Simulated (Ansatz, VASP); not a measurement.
**Two plane-wave programs on Cl**

```xyz
4
Lattice="3.9394 -2.1481 0.0000 3.9394 2.1481 0.0000 0.0000 0.0000 8.3409" Properties=species:S:1:pos:R:3 pbc="T T T"
Cl    3.9394   -1.6598    0.8876
Cl    3.9394   -0.4884    5.0580
Cl    3.9394    1.6598    7.4533
Cl    3.9394    0.4884    3.2829
```

Alike in both runs: task single point; functional PBE; k mesh 7 × 7 × 4; occupations fermi-dirac, width 0.05 eV; no spin polarisation.

|  | VASP | Ansatz |
| --- | --- | --- |
| version | VASP 6.6.1 | Ansatz 0.2.0 |
| potentials or method | VASP PAW PBE potentials, release 64 (Cl), cutoff 520 eV | plane waves (420 eV) with PAW, scalar-relativistic |
| valence electrons in the cell | 28 | 28 |

Ansatz gave:

```
pressure (GPa)                                                : 0.0
traceless stress, the component that is largest in VASP (GPa) : -0.03
```

Problem. What did VASP give for the same quantities?

Solution. Pressure (GPa): -0.3; traceless stress, the component that is largest in VASP (GPa): -0.35.
